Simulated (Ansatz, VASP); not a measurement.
One calculation of ScAl, two programs

INCAR

```
PREC = Accurate ; ENCUT = 520
EDIFF = 1E-6 ; ISMEAR = -1
SIGMA = 0.02 ; LREAL = F
LASPH = T ; NELM = 80
ALGO = Fast ; ISIF = 2
LWAVE = F ; LCHARG = F
NBANDS = 14
```

KPOINTS

```
regular mesh
0
Gamma
  14 14 14
```

POSCAR

```
ScAl
1.0
    3.3703489700      0.0000000000      0.0000000000
    0.0000000000      3.3703489700      0.0000000000
    0.0000000000      0.0000000000      3.3703489700
Sc Al
1 1
Direct
    0.5000000000      0.5000000000      0.6298085165
    0.0000000000      0.0000000000      0.0000000000
```

Input for Ansatz:

```yaml
crystal:
  lattice:
    - [3.37034897, 0.0, 0.0]
    - [0.0, 3.37034897, 0.0]
    - [0.0, 0.0, 3.37034897]
  atoms:
    - { symbol: Sc, position: [0.5, 0.5, 0.6298085165] }
    - { symbol: Al, position: [0.0, 0.0, 0.0] }
basis:
  ecutwfc: 420
kpoints:
  mp_grid: { grid: [14, 14, 14] }
hamiltonian:
  xc: lda
scf:
  occupations: { method: fermi_dirac, width: 0.02 }
output:
  forces: true
  stress: true
  eigenvalues: true
```

Change from the starting cell: all Sc atoms moved +0.438 Å, as atom 1 along Cartesian [0 0 1].

Alike in both runs: task single point; functional LDA; k mesh 14 × 14 × 14; occupations fermi-dirac, width 0.02 eV; no spin polarisation.

|  | VASP | Ansatz |
| --- | --- | --- |
| version | VASP 6.6.1 | Ansatz 0.2.0 |
| potentials or method | VASP PAW LDA potentials, release 64 (Sc_sv, Al), cutoff 520 eV | scalar-relativistic, plane waves, PAW |
| valence electrons in the cell | 14 | 14 |

```tsv
	VASP	Ansatz	Ansatz less VASP
gap on the k mesh at the Fermi level (eV)	none	none	-
pressure (GPa)	0.6	0.4	-0.19
traceless stress, the component that is largest in VASP (GPa)	-2.23	-2.18	+0.047
rms of the force components (eV/Å)	1.124	1.117	-0.0070
```

LDA's correlation is that of Perdew and Zunger in VASP and of Perdew and Wang (1992) in Ansatz. Atom by atom the forces differ by 0.007 eV/Å (rms over components). A gap of «none» marks a metal or a gap that the smearing closes.
